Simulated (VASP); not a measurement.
## SiC: single point with PBE

Crystal: SiC.

```
Si C
1.0
     3.09194    0.00000    0.00000
    -1.54597    2.67770    0.00000
     0.00000    0.00000    5.07429
Si C
2 2
Direct
  0.33333 0.66667 0.49958
  0.66667 0.33333 0.99958
  0.33333 0.66667 0.87542
  0.66667 0.33333 0.37542
```

```yaml
Program: VASP 6.6.1
Task: single point
Functional: PBE
Potentials_or_basis: VASP PAW PBE potentials, release 64 (Si, C)
Cutoff: 520 eV
k_mesh: 12 × 12 × 6
Occupations: gaussian, width 0.02 eV
Spin: no spin polarisation
Dipole_correction: no
Further_INCAR_settings: ALGO = Normal; EDIFF = 1e-06; NBANDS = 16
```

```json
{"Pressure": "0.0 GPa", "Band gap on the k mesh": "2.30 eV, indirect (least direct gap 3.94 eV)"}
```

Levels at points of the mesh, in eV from the valence-band top:
```tsv
k point	band 6	band 7	band 8	band 9	band 10	band 11
(0.00, 0.00, 0.00)	-0.11	0.00	0.00	4.67	6.04	6.57
(0.50, 0.00, 0.00)	-3.29	-3.24	-1.19	2.75	4.21	6.76
(0.00, 0.00, 0.50)	-0.71	-0.71	-0.71	5.76	5.76	7.27
(0.50, 0.00, 0.50)	-2.42	-2.31	-2.31	3.25	3.25	5.19
```

Wall time 110 s on 1 thread of AMD EPYC 7R13, with other jobs on the host, peak memory 0.15 GiB.

A k mesh can miss the band edges. A hybrid or GW would open this gap; PBE tends to underestimate it.
